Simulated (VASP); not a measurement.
# AlNi (Pm-3m) in VASP: a series of runs

AlNi is run at these levels: PBE; tasks: single point.

Everything below comes from runs of VASP 6.6.1. Logs are shortened: lines on timing, memory, paths and dates and some standing lists are left out, and cuts for length are marked.

## 1. The cell of the first run

It takes space group Pm-3m (No. 221, cubic). Conventional cell: a = 2.779 Å, b = 2.779 Å, c = 2.779 Å, α = 90.00°, β = 90.00°, γ = 90.00°. Al (site symmetry m-3m) has 8 Ni at 2.41 Å and 6 Al at 2.78 Å within 3.2 Å. Within 3.2 Å of Ni (site symmetry m-3m) lie 8 Al at 2.41 Å and 6 Ni at 2.78 Å.

## 2. Single point, PBE

INCAR reads:

```
SYSTEM = AlNi
ALGO = Normal ; EDIFF = 1E-7
ENCUT = 520 ; GGA = PE
ISIF = 2 ; ISMEAR = 0
LASPH = .True. ; LCHARG = .False.
LREAL = .False. ; LWAVE = .False.
NBANDS = 14 ; NELM = 60
PREC = Accurate ; SIGMA = 0.1
```

KPOINTS reads:

```
k-points
0
Gamma
  14 14 14
  0 0 0
```

POSCAR reads:

```
AlNi
1.0
    2.7790138335      0.0000000000      0.0000000000
    0.0000000000      2.7790138335      0.0000000000
    0.0000000000      0.0000000000      2.7790138335
Al Ni
1 1
Direct
    0.5000000000      0.5000000000      0.5000000000
    0.0000000000      0.0000000000      0.0000000000
```

Potentials or basis: VASP PAW PBE potentials, release 64 (Al, Ni).

Launch:

```console
$ cat potpaw_PBE.64/Al/POTCAR potpaw_PBE.64/Ni/POTCAR > POTCAR
$ mpirun -np 1 vasp_std > vasp.out
```

OUTCAR:

```text
SYSTEM = AlNi
   EDIFF = 1E-7
   ENCUT = 520
   GGA = PE
   ISIF = 2
   ISMEAR = 0
   LASPH = .True.
   LREAL = .False.
   NELM = 60
   PREC = Accurate

 ion  position               nearest neighbor table
   1  0.500  0.500  0.500-   2 2.41   2 2.41   2 2.41   2 2.41   2 2.41   2 2.41   2 2.41   2 2.41

   2  0.000  0.000  0.000-   1 2.41   1 2.41   1 2.41   1 2.41   1 2.41   1 2.41   1 2.41   1 2.41

  LATTYP: Found a simple cubic cell.
 ALAT       =     2.7790138335

  Lattice vectors:

 A1 = (   2.7790138335,   0.0000000000,   0.0000000000)
 A2 = (   0.0000000000,   2.7790138335,   0.0000000000)
 A3 = (   0.0000000000,   0.0000000000,   2.7790138335)

Analysis of symmetry for initial positions (statically):
=====================================================================
 Subroutine PRICEL returns:
 Original cell was already a primitive cell.

 Routine SETGRP: Setting up the symmetry group for a
 simple cubic supercell.

 Subroutine GETGRP returns: Found 48 space group operations
 (whereof 48 operations were pure point group operations)
 out of a pool of 48 trial point group operations.

The static configuration has the point symmetry O_h .

Analysis of symmetry for dynamics (positions and initial velocities):
=====================================================================
 Subroutine PRICEL returns:
 Original cell was already a primitive cell.

 Routine SETGRP: Setting up the symmetry group for a
 simple cubic supercell.

 Subroutine GETGRP returns: Found 48 space group operations
 (whereof 48 operations were pure point group operations)
 out of a pool of 48 trial point group operations.

The dynamic configuration has the point symmetry O_h .

 Subroutine INISYM returns: Found 48 space group operations
 (whereof 48 operations are pure point group operations),
 and found     1 'primitive' translations

----------------------------------------------------------------------------------------

                                     Primitive cell

  volume of cell :      21.4621

  direct lattice vectors                    reciprocal lattice vectors
     2.779013834  0.000000000  0.000000000     0.359839878  0.000000000  0.000000000
     0.000000000  2.779013834  0.000000000     0.000000000  0.359839878  0.000000000
     0.000000000  0.000000000  2.779013834     0.000000000  0.000000000  0.359839878

  length of vectors
     2.779013834  2.779013834  2.779013834     0.359839878  0.359839878  0.359839878

  position of ions in fractional coordinates (direct lattice)
     0.500000000  0.500000000  0.500000000
     0.000000000  0.000000000  0.000000000

  ion indices of the primitive-cell ions
   primitive index   ion index
                 1           1
                 2           2

----------------------------------------------------------------------------------------

 KPOINTS: k-points

Automatic generation of k-mesh.
 Grid dimensions read from file:
 generate k-points for:   14   14   14

 Generating k-lattice:

  Cartesian coordinates                     Fractional coordinates (reciprocal lattice)
     0.025702848  0.000000000  0.000000000     0.071428571  0.000000000  0.000000000
     0.000000000  0.025702848  0.000000000     0.000000000  0.071428571  0.000000000
     0.000000000  0.000000000  0.025702848     0.000000000  0.000000000  0.071428571

  Length of vectors
     0.025702848  0.025702848  0.025702848

  Shift w.r.t. Gamma in fractional coordinates (k-lattice)
     0.000000000  0.000000000  0.000000000

 Subroutine IBZKPT returns following result:
 ===========================================

 Found    120 irreducible k-points:

 Following reciprocal coordinates:
            Coordinates               Weight
  0.000000  0.000000  0.000000      1.000000
  0.071429  0.000000  0.000000      6.000000
  0.142857  0.000000  0.000000      6.000000
  0.214286  0.000000  0.000000      6.000000
  0.285714  0.000000  0.000000      6.000000
  0.357143  0.000000  0.000000      6.000000
[... 16 lines left out ...]
  0.285714  0.214286  0.000000     24.000000
  0.357143  0.214286  0.000000     24.000000
 [... further k-points ...]
   k-points           NKPTS =    120   k-points in BZ     NKDIM =    120   number of bands    NBANDS=     14
   number of dos      NEDOS =    301   number of ions     NIONS =      2
   total plane-waves  NPLWV =  13824
   dimension x,y,z NGX =    24 NGY =   24 NGZ =   24
   dimension x,y,z NGXF=    48 NGYF=   48 NGZF=   48
   ions per type =               1   1
   NGX,Y,Z   is equivalent  to a cutoff of  14.36, 14.36, 14.36 a.u.
   NGXF,Y,Z  is equivalent  to a cutoff of  28.71, 28.71, 28.71 a.u.
 SYSTEM =  AlNi
   PREC   = accura    normal or accurate (medium, high low for compatibility)
   ISTART =      0    job   : 0-new  1-cont  2-samecut
   ICHARG =      2    charge: 1-file 2-atom 10-const
   ISPIN  =      1    spin polarized calculation?
   LNONCOLLINEAR =      F non collinear calculations
   LSORBIT =      F    spin-orbit coupling
   LASPH  =      T    aspherical Exc in radial PAW
   ENCUT  =  520.0 eV  38.22 Ry    6.18 a.u.   5.17  5.17  5.17*2*pi/ulx,y,z
   NELM   =     60;   NELMIN=  2; NELMDL= -5     # of ELM steps
   EDIFF  = 0.1E-06   stopping-criterion for ELM
   LREAL  =      F    real-space projection
   EDIFFG = 0.1E-05   stopping-criterion for IOM
   NSW    =      0    number of steps for IOM
   IBRION =     -1    ionic relax: 0-MD 1-quasi-New 2-CG
   NFREE  =      0    steps in history (QN), initial steepest desc. (CG)
   ISIF   =      2    stress and relaxation
   ISYM   =      2    0-nonsym 1-usesym 2-fastsym
   POTIM  = 0.5000    time-step for ionic-motion
   TEBEG  =    0.0;   TEEND  =   0.0 temperature during run
   PSTRESS=    0.0 pullay stress
   NELECT =      13.0000    total number of electrons
   NUPDOWN=      -1.0000    fix difference up-down
   EMIN   =  10.00;   EMAX   =-10.00  energy-range for DOS
   EFERMI =   0.00;   METHOD = LEGACY
   ISMEAR =     0;   SIGMA  =   0.10  broadening in eV -4-tet -1-fermi 0-gaus
   EFERMI_NEDOS =   21; number of points for ismear=-14 and -15
   IALGO  =     38    algorithm
   IMIX   =      4    mixing-type and parameters
     AMIX     =   0.40;   BMIX     =  1.00
     AMIX_MAG =   1.60;   BMIX_MAG =  1.00
  volume/ion in A,a.u.               =      10.73        72.42
  Fermi-wavevector in a.u.,A,eV,Ry     =   1.385156  2.617565 26.104901  1.918656
  Thomas-Fermi vector in A             =   2.509592
   LORBIT       =      0    0 simple, 1 ext, 2 COOP (PROOUT), +10 PAW based schemes
   GGA     = PE    functional components
   LHFCALC =     F    Hartree Fock is set to
   AEXX    =    0.0000 exact exchange contribution
   IVDW    =     0    specifies the selected vdW correction
   LEPSILON=     F    determine dielectric tensor
   LRPA    =     F    only Hartree local field effects (RPA)
 non-spin polarized calculation
 Gauss-broadening in eV      SIGMA  =   0.10
  energy-cutoff  :      520.00
  volume of cell :       21.46
 maximum number of plane-waves:       591
 NGX is ok and might be reduce to    24
   NGX = 11   NGY = 11   NGZ = 11

 number of electron      12.9999993 magnetization

 Free energy of the ion-electron system (eV)
  ---------------------------------------------------
  ext. energy  EPLUGINS =         0.00000000
  ---------------------------------------------------
  free energy    TOTEN  =       -10.34664413 eV

  energy without entropy =      -10.34179179  energy(sigma->0) =      -10.34421796

 E-fermi :  11.4990     XC(G=0): -12.5788

 val. band max:       11.4983400144   @ k =   0.5000   0.3571   0.3571
 cond. band min:      11.5128346493   @ k =   0.3571   0.2143   0.0714
 fundamental gap:      0.0144946349
 Fermi energy:        11.4990429294

 k-point     1 :       0.0000    0.0000    0.0000
  band No.  band energies     occupation
      1      -0.4248      2.00000
      2       7.7430      2.00000
      3       7.7430      2.00000
      4       9.7482      2.00000
      5       9.7482      2.00000
      6       9.7482      2.00000
      7      17.5112      0.00000
      8      17.5112      0.00000
      9      17.5112      0.00000
     10      20.0119      0.00000
     11      20.0119      0.00000
     12      27.3127      0.00000
     13      33.7541      0.00000
     14      33.7541      0.00000

 k-point     2 :       0.0714    0.0000    0.0000
  band No.  band energies     occupation
      1      -0.3233      2.00000
      2       7.7384      2.00000
      3       7.7690      2.00000
      4       9.7012      2.00000
      5       9.7012      2.00000
      6       9.7533      2.00000
      7      16.4408      0.00000
      8      17.6450      0.00000
      9      17.6450      0.00000
     10      20.0086      0.00000
     11      21.0062      0.00000
     12      27.6355      0.00000
     13      32.6330      0.00000
     14      32.6330      0.00000

 k-point     3 :       0.1429    0.0000    0.0000
  band No.  band energies     occupation
      1      -0.0205      2.00000
      2       7.7002      2.00000
      3       7.8429      2.00000
      4       9.5743      2.00000
      5       9.5743      2.00000
      6       9.7678      2.00000
      7      14.7430      0.00000
      8      18.0331      0.00000
      9      18.0331      0.00000
     10      19.9987      0.00000
     11      22.4494      0.00000
     12      28.6435      0.00000
     13      30.8347      0.00000
     14      30.8347      0.00000

 k-point     4 :       0.2143    0.0000    0.0000
  band No.  band energies     occupation
      1       0.4782      2.00000
      2       7.5466      2.00000
      3       7.9524      2.00000
      4       9.4020      2.00000
      5       9.4021      2.00000
      6       9.7887      2.00000
      7      13.1678      0.00000
      8      18.6422      0.00000
      9      18.6422      0.00000
     10      19.9828      0.00000
     11      23.6465      0.00000
     12      29.0332      0.00000
     13      29.0332      0.00000
     14      30.3220      0.00000

 k-point     5 :       0.2857    0.0000    0.0000
  band No.  band energies     occupation
      1       1.1635      2.00000
      2       7.1349      2.00000
      3       8.0778      2.00000
      4       9.2239      2.00000
      5       9.2239      2.00000
      6       9.8121      2.00000
      7      11.9538      0.00000
      8      19.4336      0.00000
      9      19.4336      0.00000
     10      19.9625      0.00000
     11      24.6295      0.00000
[... 276 lines left out ...]
 k-point    22 :       0.2143    0.2143    0.0000
  band No.  band energies     occupation
      1       1.3522      2.00000
      2       7.8157      2.00000
      3       7.8515      2.00000
      4       9.0068      2.00000
      5       9.4127      2.00000
      6       9.5035      2.00000
      7      13.2726      0.00000
      8      14.8163      0.00000
      9      19.7389      0.00000
     10      21.4100      0.00000
     11      24.8118      0.00000
     12      27.0326      0.00000
     13      29.5418      0.00000
     14      29.6466      0.00000

 k-point    23 :       0.2857    0.2143    0.0000
  band No.  band energies     occupation
      1       2.0115      2.00000
      2       7.4700      2.00000
      3       8.0248      2.00000
      4       8.8971      2.00000
      5       9.2765      2.00000
      6       9.4989      2.00000
      7      12.3199      0.00000
      8      15.0066      0.00000
      9      20.5116      0.00000
     10      20.8673      0.00000
     11      24.0587      0.00000
     12      27.9435      0.00000
     13      28.3240      0.00000
     14      30.0036      0.00000

 k-point    24 :       0.3571    0.2143    0.0000
  band No.  band energies     occupation
      1       2.8296      2.00000
      2       6.8009      2.00000
      3       8.2175      2.00000
      4       8.8456      2.00000
      5       9.1353      2.00000
      6       9.5218      2.00000
      7      11.4421      1.57896
      8      15.6547      0.00000
      9      19.8166      0.00000
     10      21.4351      0.00000
     11      23.9605      0.00000
     12      26.4103      0.00000
     13      28.6985      0.00000
     14      30.3809      0.00000

 [... further k-points ...]

------------------------ aborting loop because EDIFF is reached ----------------------------------------

  FORCE on cell =-STRESS in cart. coord.  units (eV):
  Direction    XX          YY          ZZ          XY          YZ          ZX
  --------------------------------------------------------------------------------------
  -------------------------------------------------------------------------------------
  Total        3.3394693      3.3394693      3.3394693      0.0000000     -0.0000000      0.0000000
  in kB      249.2963458    249.2963458    249.2963458      0.0000000     -0.0000000      0.0000000
  external PRESSURE =     249.2963458 kB  Pullay stress =       0.0000000 kB

 VOLUME and BASIS-vectors are now :
 -----------------------------------------------------------------------------
  energy-cutoff  :      520.00
  volume of cell :       21.46
      direct lattice vectors                 reciprocal lattice vectors
     2.779013834  0.000000000  0.000000000     0.359839878  0.000000000  0.000000000
     0.000000000  2.779013834  0.000000000     0.000000000  0.359839878  0.000000000
     0.000000000  0.000000000  2.779013834     0.000000000  0.000000000  0.359839878

 POSITION                                       TOTAL-FORCE (eV/Angst)
 -----------------------------------------------------------------------------------
      1.38951      1.38951      1.38951         0.000000      0.000000      0.000000
      0.00000      0.00000      0.00000         0.000000      0.000000      0.000000
 -----------------------------------------------------------------------------------
    total drift:                                0.000000      0.000000      0.000000

  FREE ENERGIE OF THE ION-ELECTRON SYSTEM (eV)
  ---------------------------------------------------
  free  energy   TOTEN  =       -10.3466441309 eV

  energy  without entropy=      -10.3417917929  energy(sigma->0) =      -10.34421796
```

Wall time 48 s (1 thread of Intel Xeon 8259CL, shared host); peak memory 0.16 GiB.

Results:

- Free energy: -10.3466 eV
- Pressure: 24.9 GPa
- Band gap on the k mesh: zero (an odd number of electrons rules out a gap without spin polarisation)

Caveat: the cell stands under pressure.

## 3. Single point, PBE

This run uses another cell than the first one, of 11.34 Å³/atom.

INCAR: that of step 2 with these lines changed.

```diff
@@ -1,3 +1,3 @@
 SYSTEM = AlNi
-ALGO = Normal ; EDIFF = 1E-7
+ALGO = Fast ; EDIFF = 1E-7
 ENCUT = 520 ; GGA = PE
```

KPOINTS is that of step 2.

POSCAR reads:

```
AlNi
1.0
    2.8308426512      0.0000000000      0.0000000000
    0.0000000000      2.8308426512      0.0000000000
    0.0000000000      0.0000000000      2.8308426512
Al Ni
1 1
Direct
    0.5000000000      0.5000000000      0.5000000000
    0.0000000000      0.0000000000      0.0000000000
```

Potentials or basis: VASP PAW PBE potentials, release 64 (Al, Ni).

Launch:

```console
$ cat potpaw_PBE.64/Al/POTCAR potpaw_PBE.64/Ni/POTCAR > POTCAR
$ mpirun -np 1 vasp_std > vasp.out
```

OUTCAR:

```text
SYSTEM = AlNi
   EDIFF = 1E-7
   ENCUT = 520
   GGA = PE
   ISIF = 2
   ISMEAR = 0
   LASPH = .True.
   LREAL = .False.
   NELM = 60
   PREC = Accurate

 ion  position               nearest neighbor table
   1  0.500  0.500  0.500-   2 2.45   2 2.45   2 2.45   2 2.45   2 2.45   2 2.45   2 2.45   2 2.45

   2  0.000  0.000  0.000-   1 2.45   1 2.45   1 2.45   1 2.45   1 2.45   1 2.45   1 2.45   1 2.45

  LATTYP: Found a simple cubic cell.
 ALAT       =     2.8308426512

  Lattice vectors:

 A1 = (   2.8308426512,   0.0000000000,   0.0000000000)
 A2 = (   0.0000000000,   2.8308426512,   0.0000000000)
 A3 = (   0.0000000000,   0.0000000000,   2.8308426512)

Analysis of symmetry for initial positions (statically):
=====================================================================
 Subroutine PRICEL returns:
 Original cell was already a primitive cell.

 Routine SETGRP: Setting up the symmetry group for a
 simple cubic supercell.

 Subroutine GETGRP returns: Found 48 space group operations
 (whereof 48 operations were pure point group operations)
 out of a pool of 48 trial point group operations.

[... 178 lines left out ...]
      6       9.0858      2.00000
      7      16.4684      0.00000
      8      16.4684      0.00000
      9      16.4684      0.00000
     10      19.0367      0.00000
     11      19.0367      0.00000
     12      25.4510      0.00000
     13      32.2902      0.00000
     14      32.2902      0.00000
[... 377 lines left out ...]
      1       2.3514      2.00000
      2       6.2692      2.00000
      3       7.6729      2.00000
      4       8.2503      2.00000
      5       8.5184      2.00000
      6       8.8787      2.00000
      7      10.6411      1.65749
      8      14.6623      0.00000
      9      18.7923      0.00000
     10      20.2478      0.00000
     11      22.7051      0.00000
     12      25.0762      0.00000
     13      27.3537      0.00000
     14      28.9384      0.00000

 [... further k-points ...]

------------------------ aborting loop because EDIFF is reached ----------------------------------------

  FORCE on cell =-STRESS in cart. coord.  units (eV):
  Direction    XX          YY          ZZ          XY          YZ          ZX
  --------------------------------------------------------------------------------------
  -------------------------------------------------------------------------------------
  Total        1.7044163      1.7044163      1.7044163      0.0000000     -0.0000000      0.0000000
  in kB      120.3757698    120.3757698    120.3757698      0.0000000     -0.0000000      0.0000000
  external PRESSURE =     120.3757698 kB  Pullay stress =       0.0000000 kB

 VOLUME and BASIS-vectors are now :
 -----------------------------------------------------------------------------
  energy-cutoff  :      520.00
  volume of cell :       22.69
      direct lattice vectors                 reciprocal lattice vectors
     2.830842651  0.000000000  0.000000000     0.353251707  0.000000000  0.000000000
     0.000000000  2.830842651  0.000000000     0.000000000  0.353251707  0.000000000
     0.000000000  0.000000000  2.830842651     0.000000000  0.000000000  0.353251707

 POSITION                                       TOTAL-FORCE (eV/Angst)
 -----------------------------------------------------------------------------------
      1.41542      1.41542      1.41542         0.000000      0.000000      0.000000
      0.00000      0.00000      0.00000         0.000000      0.000000      0.000000
 -----------------------------------------------------------------------------------
    total drift:                                0.000000      0.000000      0.000000

  FREE ENERGIE OF THE ION-ELECTRON SYSTEM (eV)
  ---------------------------------------------------
  free  energy   TOTEN  =       -10.4853961239 eV

  energy  without entropy=      -10.4803705188  energy(sigma->0) =      -10.48288332
```

stdout:

```text
POSCAR found type information on POSCAR AlNi
 POSCAR found :  2 types and       2 ions
 scaLAPACK will be used
 LDA part: xc-table for (Slater+PW92), standard interpolation
 POSCAR, INCAR and KPOINTS ok, starting setup
 FFT: planning ... GRIDC
 FFT: planning ... GRID_SOFT
 FFT: planning ... GRID
 WAVECAR not read
 entering main loop
```

Run time: 53 s. Hardware: 1 thread of Intel Xeon 8259CL, shared host; peak memory 0.16 GiB.

Results:

```
Free energy            : -10.4854 eV
Pressure               : 12.0 GPa
Band gap on the k mesh : zero (an odd number of electrons rules out a gap without spin polarisation)
```

Caveat: the cell stands under pressure. Spin polarisation is off, so any magnetic state and its effect on volume and gap are missing.
